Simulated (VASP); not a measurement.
Input of a VASP 6.6.1 run:

File POSCAR:

```
MgI2
1.0
    4.1400000000      0.0000000000      0.0000000000
   -2.0700000000      3.5853451717      0.0000000000
    0.0000000000      0.0000000000      6.8800000000
I Mg
2 1
Direct
    0.6666666667      0.3333333333      0.7500000000
    0.3333333333      0.6666666667      0.2500000000
    0.0000000000      0.0000000000      0.0000000000
```

INCAR.step1

```
SYSTEM = MgI2
PREC     = Accurate       ! precision mode
ENCUT    = 520            ! plane-wave cutoff, eV
EDIFF    = 1E-5           ! SCF threshold, eV
ISMEAR   = -1             ! smearing method
SIGMA    = 0.05           ! smearing width, eV
LREAL    = .FALSE.        ! projectors in reciprocal space
LASPH    = .TRUE.         ! aspherical terms in the spheres
NELM     = 80             ! most SCF steps
ALGO     = Normal         ! electronic algorithm
ISIF     = 2              ! what is computed and relaxed
LWAVE    = .TRUE.         ! write WAVECAR
LCHARG   = .FALSE.        ! write CHGCAR
NBANDS   = 15             ! bands
GGA      = PE             ! functional
```

INCAR.step2

```
SYSTEM = MgI2
PREC     = Accurate       ! precision mode
ENCUT    = 520            ! plane-wave cutoff, eV
EDIFF    = 1E-6           ! SCF threshold, eV
ISMEAR   = -1             ! smearing method
SIGMA    = 0.05           ! smearing width, eV
LREAL    = .FALSE.        ! projectors in reciprocal space
LASPH    = .TRUE.         ! aspherical terms in the spheres
NELM     = 80             ! most SCF steps
ALGO     = Normal         ! electronic algorithm
ISIF     = 2              ! what is computed and relaxed
LWAVE    = .FALSE.        ! write WAVECAR
LCHARG   = .FALSE.        ! write CHGCAR
GGA      = PE             ! functional
LHFCALC  = .TRUE.         ! exact exchange
AEXX     = 0.25           ! exact-exchange fraction
HFSCREEN = 0.4            ! screening, 1/A
PRECFOCK = Normal       
NBANDS   = 15             ! bands
ISTART   = 1
```

The input KPOINTS:

```
regular mesh
0
G
  4 4 2
  0 0 0
```

Potentials or basis: VASP PAW PBE potentials, release 64 (I, Mg).

Run with:

```bash
$ cat potpaw_PBE.64/I/POTCAR potpaw_PBE.64/Mg/POTCAR > POTCAR
$ cp INCAR.step1 INCAR
$ mpirun -np 1 vasp_std > vasp.out
$ cp INCAR.step2 INCAR
$ mpirun -np 1 vasp_std > vasp.out
```

(1) Predict the band gap on the k mesh.

(2) Estimate the pressure.

(3) Estimate the largest force.

Results:

(1) 4.03 eV (least direct gap 4.24 eV).

(2) 0.1 GPa.

(3) 0.363 eV/Å.

Caveat: the k points lie up to 0.46 Å⁻¹ apart; the PAW data sets were made with another functional, which shifts forces and pressure a little; spin-orbit coupling is left out, which moves the levels of the heavy elements.
